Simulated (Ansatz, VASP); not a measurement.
One calculation of Si, two programs

```xyz
2
Lattice="0.0000 2.7425 2.7425 2.7221 0.0204 2.7221 2.7221 2.7221 0.0204" Properties=species:S:1:pos:R:3 pbc="T T T"
Si    2.7221    2.7425    2.7425
Si    4.0832    4.1138    4.1138
```

Change from the starting cell: strain +0.0150 x Voigt [0, 0, 0, 1, 0, 0], atoms carried along.

Alike in both runs: task single point; functional r2SCAN; k mesh 8 × 8 × 8; occupations gaussian, width 0.05 eV; no spin polarisation.

|  | VASP | Ansatz |
| --- | --- | --- |
| version | VASP 6.6.1 | Ansatz 0.2.0 |
| potentials or method | VASP PAW PBE potentials, release 64 (Si), cutoff 520 eV | scalar-relativistic, plane waves, PAW |
| valence electrons in the cell | 8 | 8 |

|  | VASP | Ansatz | Ansatz less VASP |
| --- | --- | --- | --- |
| gap on the k mesh at the Fermi level (eV) | 0.80 | 0.79 | -0.014 |
| least direct gap on the mesh (eV) | 2.62 | 2.60 | -0.016 |
| pressure (GPa) | -0.2 | 0.0 | +0.24 |
| traceless stress, the component that is largest in VASP (GPa) | -1.61 | -1.61 | +0.007 |
| rms of the force components (eV/Å) | 0.081 | 0.082 | +0.0010 |

VASP's potentials were made for PBE, not for r2SCAN. Atom by atom the forces differ by 0.001 eV/Å (rms over components). The functional is the same, so the differences come from potentials, cutoffs and numerics.
